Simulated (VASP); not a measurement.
# TaN (I4mm) in VASP: notebook

The runs below take TaN through single point, with PBE.

All numbers are computed with VASP 6.6.1; they aren't measurements. Logs are shortened: lines on timing, memory, paths and dates and some standing lists are left out, and cuts for length are marked.

### Step 1. The cell of the first run

Symmetry: I4mm, No. 107, tetragonal system. The conventional cell has a = 3.123 Å, b = 3.123 Å, c = 4.417 Å, α = 90.00°, β = 90.00°, γ = 90.00°. Within 2.1 Å of Ta (site symmetry 4mm) lie 1 N at 1.61 Å. N (site symmetry 4mm) has 1 Ta at 1.61 Å within 2.1 Å.

### Step 2. Single point, PBE (atom 2 (N) moved by (+0.000, -0.600) A along [1 1 0] and z)

Contents of INCAR:

```
SYSTEM = TaN
ALGO = Normal
EDIFF = 1E-7
ENCUT = 520
GGA = PE
ISIF = 2
ISMEAR = 0
LASPH = .True.
LCHARG = .False.
LREAL = .False.
LWAVE = .False.
NBANDS = 15
NELM = 100
PREC = Accurate
SIGMA = 0.15
```

Contents of KPOINTS:

```
k-points
0
Gamma
  24 24 24
  0 0 0
```

Contents of POSCAR:

```
TaN
1.0
    0.0000000000      2.2086347780      2.2086347780
    2.2086347780      0.0000000000      2.2086347780
    2.2086347780      2.2086347780      0.0000000000
Ta N
1 1
Direct
    0.5000000000      0.5000000000      0.5000000000
   -0.1358305153     -0.1358305153      0.1358305153
```

Potentials or basis: VASP PAW PBE potentials, release 64 (Ta_pv, N).

Started as:

```console
$ cat potpaw_PBE.64/Ta_pv/POTCAR potpaw_PBE.64/N/POTCAR > POTCAR
$ mpirun -np 1 vasp_std > vasp.out
```

OUTCAR:

```text
SYSTEM = TaN
   EDIFF = 1E-7
   ENCUT = 520
   GGA = PE
   ISIF = 2
   ISMEAR = 0
   LASPH = .True.
   LREAL = .False.
   NELM = 100
   PREC = Accurate

 ion  position               nearest neighbor table
   1  0.500  0.500  0.500-   2 1.61   2 2.29   2 2.29   2 2.29   2 2.29
   2  0.864  0.864  0.136-   1 1.61   1 2.29   1 2.29   1 2.29   1 2.29

  LATTYP: Found a face centered cubic cell.
 ALAT       =     4.4172695560

  Lattice vectors:

 A1 = (   0.0000000000,   2.2086347780,   2.2086347780)
 A2 = (   2.2086347780,   0.0000000000,   2.2086347780)
 A3 = (   2.2086347780,   2.2086347780,   0.0000000000)

Analysis of symmetry for initial positions (statically):
=====================================================================
 Subroutine PRICEL returns:
 Original cell was already a primitive cell.

 Routine SETGRP: Setting up the symmetry group for a
 face centered cubic supercell.

 Subroutine GETGRP returns: Found  8 space group operations
 (whereof  8 operations were pure point group operations)
 out of a pool of 48 trial point group operations.

The static configuration has the point symmetry C_4v.

Analysis of symmetry for dynamics (positions and initial velocities):
=====================================================================
 Subroutine PRICEL returns:
 Original cell was already a primitive cell.

 Routine SETGRP: Setting up the symmetry group for a
 face centered cubic supercell.

 Subroutine GETGRP returns: Found  8 space group operations
 (whereof  8 operations were pure point group operations)
 out of a pool of 48 trial point group operations.

The dynamic configuration has the point symmetry C_4v.

 Subroutine INISYM returns: Found  8 space group operations
 (whereof  8 operations are pure point group operations),
 and found     1 'primitive' translations

----------------------------------------------------------------------------------------

                                     Primitive cell

  volume of cell :      21.5477

  direct lattice vectors                    reciprocal lattice vectors
     0.000000000  2.208634778  2.208634778    -0.226384192  0.226384192  0.226384192
     2.208634778  0.000000000  2.208634778     0.226384192 -0.226384192  0.226384192
     2.208634778  2.208634778  0.000000000     0.226384192  0.226384192 -0.226384192

  length of vectors
     3.123481257  3.123481257  3.123481257     0.392108923  0.392108923  0.392108923

  position of ions in fractional coordinates (direct lattice)
     0.500000000  0.500000000  0.500000000
     0.864169485  0.864169485  0.135830515

  ion indices of the primitive-cell ions
   primitive index   ion index
                 1           1
                 2           2

----------------------------------------------------------------------------------------

 KPOINTS: k-points

Automatic generation of k-mesh.
 Grid dimensions read from file:
 generate k-points for:   24   24   24

 Generating k-lattice:

  Cartesian coordinates                     Fractional coordinates (reciprocal lattice)
    -0.009432675  0.009432675  0.009432675     0.041666667  0.000000000  0.000000000
     0.009432675 -0.009432675  0.009432675     0.000000000  0.041666667  0.000000000
     0.009432675  0.009432675 -0.009432675     0.000000000  0.000000000  0.041666667

  Length of vectors
     0.016337872  0.016337872  0.016337872

  Shift w.r.t. Gamma in fractional coordinates (k-lattice)
     0.000000000  0.000000000  0.000000000

 Subroutine IBZKPT returns following result:
 ===========================================

 Found   1063 irreducible k-points:

 Following reciprocal coordinates:
            Coordinates               Weight
  0.000000  0.000000  0.000000      1.000000
  0.041667  0.000000  0.000000      8.000000
  0.083333  0.000000  0.000000      8.000000
  0.125000  0.000000  0.000000      8.000000
  0.166667  0.000000  0.000000      8.000000
  0.208333  0.000000  0.000000      8.000000
[... 16 lines left out ...]
  0.000000  0.208333  0.041667     16.000000
  0.250000  0.041667  0.000000      8.000000
 [... further k-points ...]
   k-points           NKPTS =   1063   k-points in BZ     NKDIM =   1063   number of bands    NBANDS=     15
   number of dos      NEDOS =    301   number of ions     NIONS =      2
   total plane-waves  NPLWV =  13824
   dimension x,y,z NGX =    24 NGY =   24 NGZ =   24
   dimension x,y,z NGXF=    48 NGYF=   48 NGZF=   48
   ions per type =               1   1
   NGX,Y,Z   is equivalent  to a cutoff of  12.77, 12.77, 12.77 a.u.
   NGXF,Y,Z  is equivalent  to a cutoff of  25.55, 25.55, 25.55 a.u.
 SYSTEM =  TaN
   PREC   = accura    normal or accurate (medium, high low for compatibility)
   ISTART =      0    job   : 0-new  1-cont  2-samecut
   ICHARG =      2    charge: 1-file 2-atom 10-const
   ISPIN  =      1    spin polarized calculation?
   LNONCOLLINEAR =      F non collinear calculations
   LSORBIT =      F    spin-orbit coupling
   LASPH  =      T    aspherical Exc in radial PAW
   ENCUT  =  520.0 eV  38.22 Ry    6.18 a.u.   5.81  5.81  5.81*2*pi/ulx,y,z
   NELM   =    100;   NELMIN=  2; NELMDL= -5     # of ELM steps
   EDIFF  = 0.1E-06   stopping-criterion for ELM
   LREAL  =      F    real-space projection
   EDIFFG = 0.1E-05   stopping-criterion for IOM
   NSW    =      0    number of steps for IOM
   IBRION =     -1    ionic relax: 0-MD 1-quasi-New 2-CG
   NFREE  =      0    steps in history (QN), initial steepest desc. (CG)
   ISIF   =      2    stress and relaxation
   ISYM   =      2    0-nonsym 1-usesym 2-fastsym
   POTIM  = 0.5000    time-step for ionic-motion
   TEBEG  =    0.0;   TEEND  =   0.0 temperature during run
   PSTRESS=    0.0 pullay stress
   NELECT =      16.0000    total number of electrons
   NUPDOWN=      -1.0000    fix difference up-down
   EMIN   =  10.00;   EMAX   =-10.00  energy-range for DOS
   EFERMI =   0.00;   METHOD = LEGACY
   ISMEAR =     0;   SIGMA  =   0.15  broadening in eV -4-tet -1-fermi 0-gaus
   EFERMI_NEDOS =   21; number of points for ismear=-14 and -15
   IALGO  =     38    algorithm
   IMIX   =      4    mixing-type and parameters
     AMIX     =   0.40;   BMIX     =  1.00
     AMIX_MAG =   1.60;   BMIX_MAG =  1.00
  volume/ion in A,a.u.               =      10.77        72.71
  Fermi-wavevector in a.u.,A,eV,Ry     =   1.482453  2.801430 29.901072  2.197667
  Thomas-Fermi vector in A             =   2.596237
   LORBIT       =      0    0 simple, 1 ext, 2 COOP (PROOUT), +10 PAW based schemes
   GGA     = PE    functional components
   LHFCALC =     F    Hartree Fock is set to
   AEXX    =    0.0000 exact exchange contribution
   IVDW    =     0    specifies the selected vdW correction
   LEPSILON=     F    determine dielectric tensor
   LRPA    =     F    only Hartree local field effects (RPA)
 non-spin polarized calculation
 Gauss-broadening in eV      SIGMA  =   0.15
  energy-cutoff  :      520.00
  volume of cell :       21.55
 maximum number of plane-waves:       604
   NGX = 11   NGY = 11   NGZ = 11

 number of electron      16.0000001 magnetization

 Free energy of the ion-electron system (eV)
  ---------------------------------------------------
  ext. energy  EPLUGINS =         0.00000000
  ---------------------------------------------------
  free energy    TOTEN  =       -18.62156346 eV

  energy without entropy =      -18.61165439  energy(sigma->0) =      -18.61660893

 E-fermi :   9.1510     XC(G=0): -13.1967

 val. band max:        9.1483588404   @ k =  -0.2917   0.1667   0.0000
 cond. band min:       9.1524042005   @ k =   0.0833   0.4167   0.2917
 fundamental gap:      0.0040453601
 Fermi energy:         9.1509609332

 k-point     1 :       0.0000    0.0000    0.0000
  band No.  band energies     occupation
      1     -26.9645      2.00000
      2     -25.8822      2.00000
      3     -25.8822      2.00000
      4      -9.2442      2.00000
      5       2.1424      2.00000
      6       2.1424      2.00000
      7       2.5831      2.00000
      8       7.7202      2.00000
      9       9.8367      0.00000
     10       9.9214      0.00000
     11      11.6652      0.00000
     12      11.6652      0.00000
     13      15.6065      0.00000
     14      17.9960      0.00000
     15      22.4116      0.00000

 k-point     2 :       0.0417    0.0000    0.0000
  band No.  band energies     occupation
      1     -26.9720      2.00000
      2     -25.8927      2.00000
      3     -25.8842      2.00000
      4      -9.2041      2.00000
      5       2.0412      2.00000
      6       2.1451      2.00000
      7       2.6318      2.00000
      8       7.7181      2.00000
      9       9.7064      0.00000
     10       9.8922      0.00000
     11      11.7022      0.00000
     12      11.8727      0.00000
     13      15.7222      0.00000
     14      18.1329      0.00000
     15      22.4114      0.00000

 k-point     3 :       0.0833    0.0000    0.0000
  band No.  band energies     occupation
      1     -26.9944      2.00000
      2     -25.9229      2.00000
      3     -25.8900      2.00000
      4      -9.0864      2.00000
      5       1.8092      2.00000
      6       2.1505      2.00000
      7       2.7110      2.00000
      8       7.7124      2.00000
      9       9.4460      0.00541
     10       9.8082      0.00000
     11      11.8444      0.00000
     12      12.3622      0.00000
     13      16.0281      0.00000
     14      18.5313      0.00000
     15      22.4109      0.00000
[... 343 lines left out ...]
 k-point    23 :       0.0000    0.2083    0.0417
  band No.  band energies     occupation
      1     -27.1117      2.00000
      2     -26.0834      2.00000
      3     -25.9216      2.00000
      4      -8.4607      2.00000
      5       0.9160      2.00000
      6       2.0411      2.00000
      7       2.9368      2.00000
      8       7.7209      2.00000
      9       8.8597      1.99397
     10       9.8238      0.00000
     11      12.7549      0.00000
     12      14.1873      0.00000
     13      17.0626      0.00000
     14      20.5121      0.00000
     15      22.4091      0.00000

 k-point    24 :       0.2500    0.0417    0.0000
  band No.  band energies     occupation
      1     -27.2249      2.00000
      2     -26.0918      2.00000
      3     -25.9490      2.00000
      4      -8.0899      2.00000
      5       0.6277      2.00000
      6       2.1469      2.00000
      7       2.4588      2.00000
      8       7.7048      2.00000
      9       9.5576      0.00013
     10       9.8907      0.00000
     11      13.2403      0.00000
     12      14.1888      0.00000
     13      17.7804      0.00000
     14      21.2469      0.00000
     15      22.4075      0.00000

 [... further k-points ...]

------------------------ aborting loop because EDIFF is reached ----------------------------------------

  FORCE on cell =-STRESS in cart. coord.  units (eV):
  Direction    XX          YY          ZZ          XY          YZ          ZX
  --------------------------------------------------------------------------------------
  -------------------------------------------------------------------------------------
  Total        0.7750338      0.7750338     30.8212895      0.0000000     -0.0000000      0.0000000
  in kB       57.6274643     57.6274643   2291.7100633      0.0000000     -0.0000000      0.0000000
  external PRESSURE =     802.3216640 kB  Pullay stress =       0.0000000 kB

 VOLUME and BASIS-vectors are now :
 -----------------------------------------------------------------------------
  energy-cutoff  :      520.00
  volume of cell :       21.55
      direct lattice vectors                 reciprocal lattice vectors
     0.000000000  2.208634778  2.208634778    -0.226384192  0.226384192  0.226384192
     2.208634778  0.000000000  2.208634778     0.226384192 -0.226384192  0.226384192
     2.208634778  2.208634778  0.000000000     0.226384192  0.226384192 -0.226384192

 POSITION                                       TOTAL-FORCE (eV/Angst)
 -----------------------------------------------------------------------------------
      2.20863      2.20863      2.20863         0.000000      0.000000    -17.819813
      2.20863      2.20863      3.81727         0.000000      0.000000     17.819813
 -----------------------------------------------------------------------------------
    total drift:                                0.000000      0.000000     -0.000047

  FREE ENERGIE OF THE ION-ELECTRON SYSTEM (eV)
  ---------------------------------------------------
  free  energy   TOTEN  =       -18.6215634636 eV

  energy  without entropy=      -18.6116543921  energy(sigma->0) =      -18.61660893
```

Run time: 1.8 min. Hardware: 1 thread of Intel Xeon 6975P-C (Granite Rapids), shared host; peak memory 0.44 GiB.

What came out:

```
Free energy            : -18.6216 eV
Pressure               : 80.2 GPa
Largest force          : 17.820 eV/Å
Band gap on the k mesh : zero (bands 8 and 9 overlap by 4.61 eV)
```

Forces in eV/Å, atoms in the order of the input:
```
Ta    0.000   0.000 -17.820
N     0.000   0.000  17.820
```

Caveat: the cell differs from its parent crystal (atom 2 (N) moved by (+0.000, -0.600) A along [1 1 0] and z); the stress differs along the axes, from 6 to 229 GPa; spin-orbit coupling is left out, which moves the levels of the heavy elements; forces of over 1 eV/Å act on the atoms, so gaps and moduli don't describe the material at rest.

### Step 3. Single point, PBE (atom 2 (N) moved by (+0.000, -0.300) A along [1 1 0] and z)

Contents of INCAR:

```
SYSTEM = TaN
ALGO     = Normal         ! electronic algorithm
EDIFF    = 1E-6           ! SCF threshold, eV
ENCUT    = 520            ! plane-wave cutoff, eV
GGA      = PE             ! functional
ISIF     = 2              ! what is computed and relaxed
ISMEAR   = 0              ! smearing method
LASPH    = .TRUE.         ! aspherical terms in the spheres
LCHARG   = .FALSE.        ! write CHGCAR
LREAL    = .FALSE.        ! projectors in reciprocal space
LWAVE    = .FALSE.        ! write WAVECAR
NBANDS   = 15             ! bands
NELM     = 80             ! most SCF steps
PREC     = Accurate       ! precision mode
SIGMA    = 0.15           ! smearing width, eV
```

Contents of KPOINTS:

```
k-points
0
G
  24 24 24
  0 0 0
```

Edit POSCAR of step 2 so:

```diff
@@ -9,2 +9,2 @@
     0.5000000000      0.5000000000      0.5000000000
-   -0.1358305153     -0.1358305153      0.1358305153
+   -0.0679152576     -0.0679152576      0.0679152576
```

Potentials or basis: VASP PAW PBE potentials, release 64 (Ta_pv, N).

Started as:

```console
$ cat potpaw_PBE.64/Ta_pv/POTCAR potpaw_PBE.64/N/POTCAR > POTCAR
$ mpirun -np 1 vasp_std > vasp.out
```

It took 86 s on 1 thread of Intel Xeon 6975P-C (Granite Rapids), shared host; peak memory 0.44 GiB.

It converged, with:

| Property | Result |
| --- | --- |
| Free energy | -21.3948 eV |
| Pressure | 16.3 GPa |
| Largest force | 3.655 eV/Å |
| Band gap on the k mesh | zero (bands 8 and 9 overlap by 2.71 eV) |

Forces in eV/Å, atoms in the order of the input:
```
Ta   0.000  0.000 -3.655
N    0.000  0.000  3.655
```

Stress tensor (GPa, compression positive):
```
 1.71  0.00  0.00
 0.00  1.71  0.00
 0.00  0.00 45.57
```

Levels at points of the mesh, in eV from the Fermi level:
```tsv
k point	band 5	band 6	band 7	band 8	band 9	band 10	band 11	band 12
(0.00, 0.00, 0.00)	-5.05	-5.05	-5.03	-1.82	-0.27	-0.27	0.31	1.27
(0.50, 0.00, 0.00)	-10.03	-7.32	-7.19	1.47	1.95	2.21	3.73	6.27
(0.50, 0.50, 0.00)	-6.25	-5.20	-4.56	-4.56	2.40	2.95	3.60	3.60
(0.00, 0.50, 0.50)	-7.09	-6.56	-4.85	-2.31	2.88	3.61	3.69	3.98
```

Caveat: the cell differs from its parent crystal (atom 2 (N) moved by (+0.000, -0.300) A along [1 1 0] and z); the stress differs along the axes, from 2 to 46 GPa; spin-orbit coupling is left out, which moves the levels of the heavy elements; forces of over 1 eV/Å act on the atoms, so gaps and moduli don't describe the material at rest.
